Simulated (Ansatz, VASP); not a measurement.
# RuSe: VASP beside Ansatz

```
Ru Se
1.0
     0.00000    2.84085    2.84085
     2.84085    0.00000    2.84085
     2.84085    2.84085    0.00000
Ru Se
1 1
Direct
  0.00000 0.00000 0.00000
  0.25000 0.25000 0.25000
```

Alike in both runs: task single point; functional PBE; k mesh 10 × 10 × 10; occupations gaussian, width 0.05 eV; no spin polarisation.

|  | VASP | Ansatz |
| --- | --- | --- |
| version | VASP 6.6.1 | Ansatz 0.2.0 |
| potentials or method | VASP PAW PBE potentials, release 64 (Ru_pv, Se), cutoff 520 eV | scalar-relativistic, plane waves, PAW |
| valence electrons in the cell | 20 | 32 |

VASP gave:

| Item | Value |
| --- | --- |
| gap on the k mesh at the Fermi level (eV) | none |
| pressure (GPa) | -8.8 |

Question: Estimate Ansatz's values.

Answer: gap on the k mesh at the Fermi level (eV): none; pressure (GPa): -8.9.

A gap of «none» marks a metal or a gap that the smearing closes. VASP's potentials hold 20 valence electrons a cell and Ansatz's 32, so a difference there can come from the potentials and not from the codes.
